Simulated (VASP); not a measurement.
# Cu (Im-3m) in VASP: density of states with PBE

Aim: the density of states of Cu with PBE.

Program: VASP 6.6.1. These are calculated values, not measurements. Logs are shortened: lines on timing, memory, paths and dates and some standing lists are left out, and cuts for length are marked.

**1. The cell of the first run**

It takes space group Im-3m (No. 229, cubic). Conventional cell: a = 2.884 Å, b = 2.884 Å, c = 2.884 Å, α = 90.00°, β = 90.00°, γ = 90.00°. Cu (site symmetry m-3m) has 14 Cu at 2.50 to 2.88 Å within 3.3 Å.

**2. Density of states, PBE**

Input file POSCAR:

```
Cu
1.0
   -1.4419097014      1.4419097014      1.4419097014
    1.4419097014     -1.4419097014      1.4419097014
    1.4419097014      1.4419097014     -1.4419097014
Cu
1
Direct
    0.0000000000      0.0000000000      0.0000000000
```

Input file INCAR.step1:

```
  ALGO = Normal
  EDIFF = 1E-7
  ENCUT = 520
  GGA = PE
  ISIF = 2
  ISMEAR = 0
  LASPH = True
  LCHARG = True
  LMAXMIX = 4
  LREAL = False
  LWAVE = False
  NBANDS = 12
  NELM = 100
  PREC = Accurate
  SIGMA = 0.05
```

Input file KPOINTS.step1:

```
k-points
0
Gamma
  20 20 20
```

Input file INCAR.step2:

```
  ALGO = Normal
  EDIFF = 1E-7
  ENCUT = 520
  GGA = PE
  ICHARG = 11
  ISIF = 2
  ISMEAR = -5
  LASPH = True
  LCHARG = False
  LMAXMIX = 4
  LORBIT = 11
  LREAL = False
  LWAVE = False
  NEDOS = 1001
  NELM = 100
  PREC = Accurate
  SIGMA = 0.05
```

Input file KPOINTS.step2:

```
k-points
0
Gamma
  30 30 30
```

Potentials or basis: VASP PAW PBE potentials, release 64 (Cu).

The run is started by

```console
$ cat potpaw_PBE.64/Cu/POTCAR > POTCAR
$ cp INCAR.step1 INCAR
$ cp KPOINTS.step1 KPOINTS
$ mpirun -np 1 vasp_std > vasp.out
$ cp INCAR.step2 INCAR
$ cp KPOINTS.step2 KPOINTS
$ mpirun -np 1 vasp_std > vasp.out
```

OUTCAR:

```text
EDIFF = 1E-7
   ENCUT = 520
   GGA = PE
   ICHARG = 11
   ISIF = 2
   ISMEAR = -5
   LASPH = True
   LORBIT = 11
   LREAL = False
   NELM = 100
   PREC = Accurate

 ion  position               nearest neighbor table
   1  0.000  0.000  0.000-

  LATTYP: Found a body centered cubic cell.
 ALAT       =     2.8838194028

  Lattice vectors:

 A1 = (  -1.4419097014,   1.4419097014,   1.4419097014)
 A2 = (   1.4419097014,  -1.4419097014,   1.4419097014)
 A3 = (   1.4419097014,   1.4419097014,  -1.4419097014)

Analysis of symmetry for initial positions (statically):
=====================================================================
 Subroutine PRICEL returns:
 Original cell was already a primitive cell.

 Routine SETGRP: Setting up the symmetry group for a
 body centered cubic supercell.

 Subroutine GETGRP returns: Found 48 space group operations
 (whereof 48 operations were pure point group operations)
 out of a pool of 48 trial point group operations.

The static configuration has the point symmetry O_h .

Analysis of symmetry for dynamics (positions and initial velocities):
=====================================================================
 Subroutine PRICEL returns:
 Original cell was already a primitive cell.

 Routine SETGRP: Setting up the symmetry group for a
 body centered cubic supercell.

 Subroutine GETGRP returns: Found 48 space group operations
 (whereof 48 operations were pure point group operations)
 out of a pool of 48 trial point group operations.

The dynamic configuration has the point symmetry O_h .

 Subroutine INISYM returns: Found 48 space group operations
 (whereof 48 operations are pure point group operations),
 and found     1 'primitive' translations

----------------------------------------------------------------------------------------

                                     Primitive cell

  volume of cell :      11.9915

  direct lattice vectors                    reciprocal lattice vectors
    -1.441909701  1.441909701  1.441909701     0.000000000  0.346762352  0.346762352
     1.441909701 -1.441909701  1.441909701     0.346762352  0.000000000  0.346762352
     1.441909701  1.441909701 -1.441909701     0.346762352  0.346762352  0.000000000

  length of vectors
     2.497460863  2.497460863  2.497460863     0.490396022  0.490396022  0.490396022

  position of ions in fractional coordinates (direct lattice)
     0.000000000  0.000000000  0.000000000

  ion indices of the primitive-cell ions
   primitive index   ion index
                 1           1

----------------------------------------------------------------------------------------

 KPOINTS: k-points

Automatic generation of k-mesh.
 Grid dimensions read from file:
 generate k-points for:   30   30   30

 Generating k-lattice:

  Cartesian coordinates                     Fractional coordinates (reciprocal lattice)
     0.000000000  0.011558745  0.011558745     0.033333333  0.000000000  0.000000000
     0.011558745  0.000000000  0.011558745     0.000000000  0.033333333  0.000000000
     0.011558745  0.011558745  0.000000000     0.000000000  0.000000000  0.033333333

  Length of vectors
     0.016346534  0.016346534  0.016346534

  Shift w.r.t. Gamma in fractional coordinates (k-lattice)
     0.000000000  0.000000000  0.000000000

 TETIRR: Found  32549 inequivalent tetrahedra from   162000

 Subroutine IBZKPT returns following result:
 ===========================================

 Found    752 irreducible k-points:

 Following reciprocal coordinates:
            Coordinates               Weight
  0.000000  0.000000  0.000000      1.000000
  0.033333  0.000000  0.000000     12.000000
  0.066667  0.000000  0.000000     12.000000
  0.100000  0.000000  0.000000     12.000000
  0.133333  0.000000  0.000000     12.000000
  0.166667  0.000000  0.000000     12.000000
[... 16 lines left out ...]
  0.233333  0.033333  0.000000     48.000000
  0.266667  0.033333  0.000000     48.000000
 [... further k-points ...]
   k-points           NKPTS =    752   k-points in BZ     NKDIM =    752   number of bands    NBANDS=      9
   number of dos      NEDOS =   1001   number of ions     NIONS =      1
   total plane-waves  NPLWV =   8000
   dimension x,y,z NGX =    20 NGY =   20 NGZ =   20
   dimension x,y,z NGXF=    40 NGYF=   40 NGZF=   40
   ions per type =               1
   NGX,Y,Z   is equivalent  to a cutoff of  13.31, 13.31, 13.31 a.u.
   NGXF,Y,Z  is equivalent  to a cutoff of  26.63, 26.63, 26.63 a.u.
 SYSTEM =  unknown system
   PREC   = accura    normal or accurate (medium, high low for compatibility)
   ISTART =      0    job   : 0-new  1-cont  2-samecut
   ICHARG =     11    charge: 1-file 2-atom 10-const
   ISPIN  =      1    spin polarized calculation?
   LNONCOLLINEAR =      F non collinear calculations
   LSORBIT =      F    spin-orbit coupling
   LASPH  =      T    aspherical Exc in radial PAW
   ENCUT  =  520.0 eV  38.22 Ry    6.18 a.u.   4.64  4.64  4.64*2*pi/ulx,y,z
   NELM   =    100;   NELMIN=  2; NELMDL=  0     # of ELM steps
   EDIFF  = 0.1E-06   stopping-criterion for ELM
   LREAL  =      F    real-space projection
   EDIFFG = 0.1E-05   stopping-criterion for IOM
   NSW    =      0    number of steps for IOM
   IBRION =     -1    ionic relax: 0-MD 1-quasi-New 2-CG
   NFREE  =      0    steps in history (QN), initial steepest desc. (CG)
   ISIF   =      2    stress and relaxation
   ISYM   =      2    0-nonsym 1-usesym 2-fastsym
   POTIM  = 0.5000    time-step for ionic-motion
   TEBEG  =    0.0;   TEEND  =   0.0 temperature during run
   PSTRESS=    0.0 pullay stress
   NELECT =      11.0000    total number of electrons
   NUPDOWN=      -1.0000    fix difference up-down
   EMIN   =  10.00;   EMAX   =-10.00  energy-range for DOS
   EFERMI =   0.00;   METHOD = LEGACY
   ISMEAR =    -5;   SIGMA  =   0.05  broadening in eV -4-tet -1-fermi 0-gaus
   EFERMI_NEDOS =   21; number of points for ismear=-14 and -15
   IALGO  =     38    algorithm
   IMIX   =      4    mixing-type and parameters
     AMIX     =   0.40;   BMIX     =  1.00
     AMIX_MAG =   1.60;   BMIX_MAG =  1.00
  volume/ion in A,a.u.               =      11.99        80.92
  Fermi-wavevector in a.u.,A,eV,Ry     =   1.590673  3.005937 34.426027  2.530242
  Thomas-Fermi vector in A             =   2.689332
   LORBIT       =     11    0 simple, 1 ext, 2 COOP (PROOUT), +10 PAW based schemes
   GGA     = PE    functional components
   LHFCALC =     F    Hartree Fock is set to
   AEXX    =    0.0000 exact exchange contribution
   IVDW    =     0    specifies the selected vdW correction
   LEPSILON=     F    determine dielectric tensor
   LRPA    =     F    only Hartree local field effects (RPA)
 non-spin polarized calculation
 Fermi weights with tetrahedron method with Bloechl corrections
  energy-cutoff  :      520.00
  volume of cell :       11.99
 maximum number of plane-waves:       336

 number of electron      11.0000002 magnetization

 Free energy of the ion-electron system (eV)
  ---------------------------------------------------
  ext. energy  EPLUGINS =         0.00000000
  ---------------------------------------------------
  free energy    TOTEN  =        -3.69260964 eV

  energy without entropy =       -3.69260964  energy(sigma->0) =       -3.69260964

 E-fermi :   7.4035     XC(G=0): -12.6398

 val. band max:        7.4023483938   @ k =   0.2333   0.1667   0.1000
 cond. band min:       7.3923734226   @ k =  -0.3667   0.4333   0.1333
 fundamental gap:     -0.0099749712
 Fermi energy:         7.4035396064

 k-point     1 :       0.0000    0.0000    0.0000
  band No.  band energies     occupation
      1      -1.8319      2.00000
      2       4.3371      2.00000
      3       4.3371      2.00000
      4       4.3371      2.00000
      5       5.3258      2.00000
      6       5.3258      2.00000
      7      32.3129      0.00000
      8      32.3129      0.00000
      9      32.3130      0.00000

 k-point     2 :       0.0333    0.0000    0.0000
  band No.  band energies     occupation
      1      -1.7894      2.00000
      2       4.3293      2.00000
      3       4.3370      2.00000
      4       4.3533      2.00000
      5       5.3179      2.00000
      6       5.3264      2.00000
      7      31.7781      0.00000
      8      32.1908      0.00000
      9      32.2009      0.00000

 k-point     3 :       0.0667    0.0000    0.0000
  band No.  band energies     occupation
      1      -1.6625      2.00000
      2       4.3061      2.00000
      3       4.3358      2.00000
      4       4.4012      2.00000
      5       5.2956      2.00000
      6       5.3282      2.00000
      7      30.4408      0.00000
      8      31.7999      0.00000
      9      31.8770      0.00000

 k-point     4 :       0.1000    0.0000    0.0000
  band No.  band energies     occupation
      1      -1.4526      2.00000
      2       4.2686      2.00000
      3       4.3318      2.00000
      4       4.4795      2.00000
      5       5.2635      2.00000
      6       5.3313      2.00000
      7      28.7626      0.00000
      8      31.1066      0.00000
      9      31.4683      0.00000
[... 205 lines left out ...]
 k-point    22 :       0.2000    0.0333    0.0000
  band No.  band energies     occupation
      1      -0.0959      2.00000
      2       4.0577      2.00000
      3       4.2651      2.00000
      4       4.9706      2.00000
      5       5.1659      2.00000
      6       5.3609      2.00000
      7      22.5511      0.00000
      8      27.6140      0.00000
      9      28.7132      0.00000

 k-point    23 :       0.2333    0.0333    0.0000
  band No.  band energies     occupation
      1       0.4136      2.00000
      2       3.9856      2.00000
      3       4.2606      2.00000
      4       5.1435      2.00000
      5       5.1695      2.00000
      6       5.3722      2.00000
      7      20.8356      0.00000
      8      26.9377      0.00000
      9      27.8902      0.00000

 k-point    24 :       0.2667    0.0333    0.0000
  band No.  band energies     occupation
      1       0.9435      2.00000
      2       3.9141      2.00000
      3       4.2964      2.00000
      4       5.1816      2.00000
      5       5.3273      2.00000
      6       5.3859      2.00000
      7      19.1767      0.00000
      8      26.3209      0.00000
      9      27.1414      0.00000

 [... further k-points ...]
[... 5 lines left out ...]
  --------------------------------------------------------------------------------------
  -------------------------------------------------------------------------------------
  Total        0.3084976      0.3084976      0.3084976      0.0000000      0.0000000      0.0000000
  in kB       41.2181154     41.2181154     41.2181154      0.0000000      0.0000000      0.0000000
  external PRESSURE =      41.2181154 kB  Pullay stress =       0.0000000 kB

 VOLUME and BASIS-vectors are now :
 -----------------------------------------------------------------------------
  energy-cutoff  :      520.00
  volume of cell :       11.99
      direct lattice vectors                 reciprocal lattice vectors
    -1.441909701  1.441909701  1.441909701     0.000000000  0.346762352  0.346762352
     1.441909701 -1.441909701  1.441909701     0.346762352  0.000000000  0.346762352
     1.441909701  1.441909701 -1.441909701     0.346762352  0.346762352  0.000000000

 POSITION                                       TOTAL-FORCE (eV/Angst)
 -----------------------------------------------------------------------------------
      0.00000      0.00000      0.00000         0.000000      0.000000     -0.000000
 -----------------------------------------------------------------------------------
    total drift:                               -0.000000     -0.000000      0.000000

  FREE ENERGIE OF THE ION-ELECTRON SYSTEM (eV)
  ---------------------------------------------------
  free  energy   TOTEN  =        -3.6926096419 eV

  energy  without entropy=       -3.6926096419  energy(sigma->0) =       -3.69260964

 total charge

# of ion       s       p       d       tot
------------------------------------------
    1        0.441   0.371   9.175   9.987
```

It took 71 s on 1 thread of Intel Xeon 6975P-C, shared host; peak memory 0.24 GiB.

Results:

```
Valence electrons inside the program's atomic spheres : Cu 9.99
```

Levels at points of the mesh, in eV from the Fermi level:
| k point | band 2 | band 3 | band 4 | band 5 | band 6 | band 7 | band 8 | band 9 |
| --- | --- | --- | --- | --- | --- | --- | --- | --- |
| (0.00, 0.00, 0.00) | -3.07 | -3.07 | -3.07 | -2.08 | -2.08 | 24.91 | 24.91 | 24.91 |
| (0.50, 0.00, 0.00) | -3.76 | -2.12 | -1.97 | -1.37 | -0.55 | 4.26 | 17.36 | 17.37 |
| (0.50, 0.50, 0.50) | -4.55 | -1.53 | -1.53 | -1.53 | 8.13 | 8.13 | 8.13 | 13.47 |

Caveat: tetrahedron occupations give inexact forces and stress in metals.
